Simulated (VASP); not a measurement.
Lu2NF3:

```
CELL_PARAMETERS angstrom
3.45288 0.00000 0.00000
0.00000 3.45288 0.00000
0.00000 0.00000 7.62107
ATOMIC_POSITIONS crystal
Lu 0.00000 0.50000 0.73650
Lu 0.50000 0.00000 0.26350
N 0.00000 0.00000 0.00000
F 0.50000 0.50000 0.00000
F 0.00000 0.50000 0.38350
F 0.50000 0.00000 0.61650
```

The cell was built from a structure type or drawn by symmetry, and may not be a known phase.

```yaml
Program: VASP 6.6.1
Task: relaxation of cell and atoms
Functional: PBE
Potentials_or_basis: VASP PAW PBE potentials, release 64 (Lu, N, F)
Cutoff: 600 eV
k_mesh: 6 × 6 × 2
Occupations: gaussian, width 0.1 eV
Spin: no spin polarisation
```

At the start: pressure -12.4 GPa; volume 15.14 Å³/atom.

Q: How do energy, volume and symmetry change on relaxing?

A: Over 17 steps the energy falls by 1249.8 meV/atom and the volume is 14.05 Å³/atom (-7.2 %); space group P-4m2 (No. 115, to 0.1 Å) before and after.

Step by step:
```tsv
step	energy change (eV)	largest force (eV/Å)	pressure (GPa)	volume (Å³)
1	0.0000	4.5272	-12.42	90.86
2	-5.9014	3.8999	1.07	75.20
3	-6.4934	1.2733	15.69	70.32
4	-7.3113	0.8187	1.99	80.15
5	-7.3226	0.9153	-0.50	82.61
6	-7.3251	0.8911	0.21	81.99
7	-7.4353	0.5540	-1.71	83.38
8	-7.4365	0.5225	-1.68	83.52
9	-7.4685	0.4603	1.95	82.13
10	-7.4698	0.4592	1.42	82.35
11	-7.4907	0.2404	0.85	83.37
12	-7.4908	0.2145	0.86	83.33
13	-7.4965	0.1260	-0.72	84.61
14	-7.4965	0.1303	-0.53	84.46
15	-7.4981	0.1019	0.03	84.29
16	-7.4982	0.0835	0.03	84.32
17	-7.4986	0.0079	0.09	84.30
```

Final structure:
```yaml
crystal:
  lattice:
    - [3.88655, 0.00000, 0.00000]
    - [0.00000, 3.88655, 0.00000]
    - [0.00000, 0.00000, 5.58069]
  atoms:
    - { symbol: Lu, position: [0.00000, 0.50000, 0.80081] }
    - { symbol: Lu, position: [0.50000, 0.00000, 0.19919] }
    - { symbol: N, position: [0.00000, 0.00000, 0.00000] }
    - { symbol: F, position: [0.50000, 0.50000, 0.00000] }
    - { symbol: F, position: [0.00000, 0.50000, 0.41449] }
    - { symbol: F, position: [0.50000, 0.00000, 0.58551] }
```

Caveat: a cell axis changed by over 15 % at a fixed basis, so the end point is rough.
